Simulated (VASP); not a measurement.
Write the native input for VASP 6.6.1 that does the following.

```yaml
Task: single point
Functional: r2SCAN
Potentials_or_basis: VASP PAW PBE potentials, release 64 (Mg_sv, O)
Cutoff: 660 eV
k_mesh: 10 × 10 × 10
Occupations: gaussian, width 0.01 eV
Spin: no spin polarisation
Dipole_correction: no
Second_run: valence_matched
Further_INCAR_settings: ALGO = Normal; EDIFF = 1e-06; NBANDS = 15
```

The system is MgO.

```xyz
2
Lattice="0.0965 2.0904 2.0904 2.0904 0.0965 2.0904 2.0904 2.0904 0.0965" Properties=species:S:1:pos:R:3 pbc="T T T"
Mg    0.0000    0.0000    0.0000
O     2.1386    2.1386    2.1386
```

This cell differs from its parent crystal: epitaxial 111 strain -5.2%.

One way to write it, as run:

POSCAR

```
MgO
1.0
    0.0964555237      2.0903613184      2.0903613184
    2.0903613184      0.0964555237      2.0903613184
    2.0903613184      2.0903613184      0.0964555237
Mg O
1 1
Direct
    0.0000000000      0.0000000000      0.0000000000
    0.5000000000      0.5000000000      0.5000000000
```

INCAR.step1

```
SYSTEM = MgO
ALGO = Normal ; EDIFF = 1E-5
ENCUT = 660 ; GGA = PE
GGA_COMPAT = .FALSE. ; ISMEAR = 0
LASPH = .TRUE. ; LCHARG = .FALSE.
LREAL = .FALSE. ; LWAVE = .TRUE.
NBANDS = 15 ; NELM = 120
PREC = Accurate ; SIGMA = 0.01
```

INCAR.step2

```
SYSTEM = MgO
ALGO = Normal ; EDIFF = 1E-6
ENCUT = 660 ; GGA_COMPAT = .FALSE.
ISIF = 2 ; ISMEAR = 0
ISTART = 1 ; LASPH = .TRUE.
LCHARG = .FALSE. ; LMIXTAU = .TRUE.
LREAL = .FALSE. ; LWAVE = .FALSE.
METAGGA = R2SCAN ; NBANDS = 15
NELM = 120 ; PREC = Accurate
SIGMA = 0.01
```

KPOINTS

```
k-points
0
G
  10 10 10
  0 0 0
```

Potentials or basis: VASP PAW PBE potentials, release 64 (Mg_sv, O).

Run with:

```bash
$ cat potpaw_PBE.64/Mg_sv/POTCAR potpaw_PBE.64/O/POTCAR > POTCAR
$ cp INCAR.step1 INCAR
$ mpirun -np 1 vasp_std > vasp.out
$ cp INCAR.step2 INCAR
$ mpirun -np 1 vasp_std > vasp.out
```

Results of the run:

- Pressure: 17.5 GPa
- Band gap on the k mesh: 6.33 eV, direct

Caveat: the cell differs from its parent crystal (epitaxial 111 strain -5.2%); the PAW data sets were made with another functional, which shifts forces and pressure a little.

Wall time 3.9 min on 1 thread of Intel(R) Xeon(R) Platinum 8375C CPU @ 2.90GHz (Ice Lake) (shared host), peak memory 0.18 GiB.
